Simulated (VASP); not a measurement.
# HoNb3I: single point with PBE

HoNb3I:

```
Ho Nb I
1.0
     5.05214    0.00000    0.00000
     0.00000    5.05214    0.00000
     0.00000    0.00000    5.05214
Ho Nb I
1 3 1
Direct
  0.00000 0.00000 0.00000
  0.50000 0.50000 0.00000
  0.50000 0.00000 0.50000
  0.00000 0.50000 0.50000
  0.50000 0.50000 0.50000
```

The cell was generated, and may not be a known phase.

- Program: VASP 6.6.1
- Task: single point
- Functional: PBE
- Potentials or basis: VASP PAW PBE potentials, release 64 (Ho_3, Nb_sv, I), 4f in core
- Cutoff: 500 eV
- k mesh: 4 × 4 × 4
- Occupations: gaussian, width 0.1 eV
- Spin: no spin polarisation

The pressure is -0.1 GPa and the band gap on the k mesh is zero (an odd number of electrons rules out a gap without spin polarisation).

Levels at points of the mesh, in eV from the Fermi level:
```tsv
k point	band 24	band 25	band 26	band 27	band 28	band 29	band 30	band 31
(0.00, 0.00, 0.00)	-1.92	-1.92	-0.18	-0.18	0.27	0.27	0.27	2.25
(0.50, 0.00, 0.00)	-1.42	-0.98	-0.38	-0.12	0.19	0.84	0.84	1.09
(0.50, 0.50, 0.00)	-1.28	-0.78	-0.55	-0.28	-0.28	0.39	0.62	0.80
(0.50, 0.50, 0.50)	-0.31	-0.31	-0.31	0.08	0.08	0.08	0.83	0.83
```

It took 28 s on 1 thread of Intel(R) Xeon(R) 6975P-C (Granite Rapids), on a shared host, peak memory 0.26 GiB.

Caveat: spin-orbit coupling is left out, which moves the levels of the heavy elements; the 4f electrons are frozen in the core, so they carry no moment and show no levels; an odd number of electrons without spin polarisation forces a metal; a magnetic or distorted state may lie lower; the run has no spin polarisation, though such a crystal can be magnetic. Spin polarisation is off, so any magnetic state and its effect on volume and gap are missing.
